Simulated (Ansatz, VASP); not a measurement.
## MnO2 in VASP and in Ansatz

Contents of INCAR:

```
SYSTEM = MnO2
PREC     = Accurate       ! precision mode
ENCUT    = 520            ! plane-wave cutoff, eV
EDIFF    = 1E-7           ! SCF threshold, eV
ISMEAR   = 0              ! smearing method
SIGMA    = 0.02           ! smearing width, eV
LREAL    = .FALSE.        ! projectors in reciprocal space
LASPH    = .TRUE.         ! aspherical terms in the spheres
NELM     = 150            ! most SCF steps
ALGO     = Normal         ! electronic algorithm
ISIF     = 2              ! what is computed and relaxed
LWAVE    = .FALSE.        ! write WAVECAR
LCHARG   = .FALSE.        ! write CHGCAR
ISPIN    = 2              ! spin polarisation
MAGMOM   = 4 -4 0 0 0 0   ! initial moments
LORBIT   = 11             ! projections on sites
LMAXMIX  = 4              ! l up to which the mixer works
LDAU     = .TRUE.         ! DFT+U
LDAUTYPE = 2            
LDAUL    = 2 -1           ! shell
LDAUU    = 3.9 0          ! U, eV
LDAUJ    = 0 0          
LDAUPRINT= 1            
GGA      = PE             ! functional
NBANDS   = 38             ! bands
```

Contents of KPOINTS:

```
Automatic mesh
0
G
  12 12 3
  0 0 0
```

The input POSCAR:

```
MnO2
1.0
    2.8565781804      0.0000000000      0.0000000000
   -1.4282890902      2.4738692722      0.0000000000
    0.0000000000      0.0000000000      9.2027481178
Mn O
2 4
Direct
    0.0000000000      0.0000000000      0.2500000000
    0.0000000000      0.0000000000      0.7500000000
    0.6666666667      0.3333333333      0.1468537150
    0.3333333333      0.6666666667      0.3531462850
    0.6666666667      0.3333333333      0.6468537150
    0.3333333333      0.6666666667      0.8531462850
```

Input for Ansatz:

```yaml
crystal:
  lattice:
    - [2.8565781804, 0.0, 0.0]
    - [-1.4282890902, 2.4738692722, 0.0]
    - [0.0, 0.0, 9.2027481178]
  atoms:
    - { symbol: Mn, position: [0.0, 0.0, 0.25], spin: 4.0 }
    - { symbol: O, position: [0.6666666667, 0.3333333333, 0.146853715] }
    - { symbol: O, position: [0.3333333333, 0.6666666667, 0.353146285] }
    - { symbol: Mn, position: [0.0, 0.0, 0.75], spin: -4.0 }
    - { symbol: O, position: [0.6666666667, 0.3333333333, 0.646853715] }
    - { symbol: O, position: [0.3333333333, 0.6666666667, 0.853146285] }
basis:
  ecutwfc: 420
kpoints:
  mp_grid: { grid: [12, 12, 3] }
hamiltonian:
  xc: pbe
  hubbard: { sites: [{ species: Mn, l: d, u_eff: 3.9 }] }
scf:
  occupations: { method: gaussian, width: 0.02 }
output:
  forces: true
  stress: true
  eigenvalues: true
  populations: true
  write_density: true
  write_potential: true
  elf: true
  volumetric_format: npy
magnetization:
  spin_polarized: true
```

Alike in both runs: task single point; functional PBE; k mesh 12 × 12 × 3; occupations gaussian, width 0.02 eV; collinear spin; Hubbard terms Mn d U = 3.9 eV.

|  | VASP | Ansatz |
| --- | --- | --- |
| version | VASP 6.6.1 | Ansatz 0.2.0 |
| potentials or method | VASP PAW PBE potentials, release 64 (Mn_pv, O), cutoff 520 eV | scalar-relativistic, plane waves, PAW |
| valence electrons in the cell | 50 | 54 |

|  | VASP | Ansatz | Ansatz less VASP |
| --- | --- | --- | --- |
| gap on the k mesh at the Fermi level (eV) | 2.25 | 2.25 | -0.001 |
| least direct gap on the mesh (eV) | 2.30 | 2.30 | -0.003 |
| pressure (GPa) | 10.8 | 10.0 | -0.79 |
| rms of the force components (eV/Å) | 0.265 | 0.214 | -0.0511 |
| net moment per atom (μB) | 0.00 | 0.00 | 0.000 |
| size of the moment on the site where the two differ most (μB) | 3.14 | 2.75 | -0.391 |

Site moments also hang on the region over which each program counts them. The programs project onto different local orbitals, so the same U acts differently, and such runs can settle in different states. VASP's potentials hold 50 valence electrons a cell and Ansatz's 54, so a difference there can come from the potentials and not from the codes.
